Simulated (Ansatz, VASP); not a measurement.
## CsMg2Br2 in VASP and in Ansatz

```
Cs Mg Br
1.0
     6.86297    0.00000    0.00000
    -3.43149    5.94351    0.00000
     0.00000    0.00000    5.40986
Cs Mg Br
1 2 2
Cartesian
  0.0000 0.0000 2.7049
  0.0000 3.9623 2.7049
  3.4315 1.9812 2.7049
  0.0000 3.9623 0.0000
  3.4315 1.9812 0.0000
```

Alike in both runs: functional PBE; k mesh 6 × 6 × 8; occupations gaussian, width 0.1 eV; no spin polarisation.

Ansatz relaxed the structure, and its values are those at the end. VASP's run is a single point on that final structure, the one shown.

```csv
,VASP,Ansatz
version,VASP 6.6.1,Ansatz 0.2.0
potentials or method,"VASP PAW PBE potentials, release 64 (Cs_sv, Mg, Br), cutoff 520 eV","scalar-relativistic, plane waves, PAW"
valence electrons in the cell,27,43
```

|  | VASP | Ansatz | Ansatz less VASP |
| --- | --- | --- | --- |
| gap on the k mesh at the Fermi level (eV) | none | none | - |
| pressure (GPa) | 0.0 | 0.0 | +0.03 |

A gap of «none» marks a metal or a gap that the smearing closes. VASP's potentials hold 27 valence electrons a cell and Ansatz's 43, so a difference there can come from the potentials and not from the codes.

Spin-orbit coupling is off throughout.
